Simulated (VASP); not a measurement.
Here is a VASP 6.6.1 calculation.

The input INCAR:

```
SYSTEM = CoSi2
PREC = Accurate ; ENCUT = 600
EDIFF = 1E-6 ; ISMEAR = -1
SIGMA = 0.08 ; LREAL = .False.
LASPH = .True. ; NELM = 60
ALGO = Normal ; ISIF = 3
LWAVE = .False. ; LCHARG = .False.
GGA = PE ; IBRION = 2
NSW = 32 ; EDIFFG = -0.005
PSTRESS = 1400.0
```

Contents of KPOINTS:

```
regular mesh
0
Gamma
  12 12 12
  0 0 0
```

Contents of POSCAR:

```
CoSi2
1.0
    0.0000000000      2.3782417273      2.3782417273
    2.3782417273      0.0000000000      2.3782417273
    2.3782417273      2.3782417273      0.0000000000
Co Si
1 2
Direct
    0.0000000000      0.0000000000      0.0000000000
    0.2500000000      0.2500000000      0.2500000000
    0.7500000000      0.7500000000      0.7500000000
```

Potentials or basis: VASP PAW PBE potentials, release 64 (Co, Si).

Run with:

```console
$ cat potpaw_PBE.64/Co/POTCAR potpaw_PBE.64/Si/POTCAR > POTCAR
$ mpirun -np 1 vasp_std > vasp.out
```

Problem. Predict the relaxed volume.

Solution. 8.97 Å³/atom.

Problem. What does it give for the space group after relaxing (to 0.05 Å)?

Solution. Fm-3m (No. 225).

Problem. What does it give for the relaxed cell?

Solution. a = 3.364 Å, b = 3.364 Å, c = 3.364 Å, α = 60.00°, β = 60.00°, γ = 60.00°.

Step by step:
| step | energy change (eV) | largest force (eV/Å) | pressure (GPa) | volume (Å³) |
| --- | --- | --- | --- | --- |
| 1 | 0.0000 | 0.0000 | 140.39 | 26.90 |
| 2 | -0.0730 | 0.0000 | 138.24 | 26.99 |
| 3 | -0.0129 | 0.0000 | 140.04 | 26.92 |

Caveat: the cell is relaxed towards a set pressure, so the enthalpy falls and the energy may rise. Spin polarisation is off, so any magnetic state and its effect on volume and gap are missing.
